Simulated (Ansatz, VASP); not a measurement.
**Cu3B in VASP and in Ansatz**

```
CELL_PARAMETERS angstrom
-2.28043 2.28043 2.28043
2.28043 -2.28043 2.28043
2.28043 2.28043 -2.28043
ATOMIC_POSITIONS crystal
Cu 0.00000 0.50000 0.50000
Cu 0.50000 0.00000 0.50000
Cu 0.50000 0.50000 0.00000
B 0.00000 0.00000 0.00000
```

Alike in both runs: functional PBE; k mesh 6 × 6 × 6; occupations gaussian, width 0.2 eV; no spin polarisation.

Ansatz relaxed the structure, and its values are those at the end. VASP's run is a single point on that final structure, the one shown.

```csv
,VASP,Ansatz
version,VASP 6.6.1,Ansatz 0.2.0
potentials or method,"VASP PAW PBE potentials, release 64 (Cu, B), cutoff 600 eV","scalar-relativistic, plane waves, PAW"
valence electrons in the cell,36,60
```

|  | VASP | Ansatz | Ansatz less VASP |
| --- | --- | --- | --- |
| gap on the k mesh at the Fermi level (eV) | none | none | - |
| pressure (GPa) | 0.5 | 0.1 | -0.45 |

A gap of «none» marks a metal or a gap that the smearing closes. The functional is the same, so the differences come from potentials, cutoffs and numerics. VASP's potentials hold 36 valence electrons a cell and Ansatz's 60, so a difference there can come from the potentials and not from the codes.
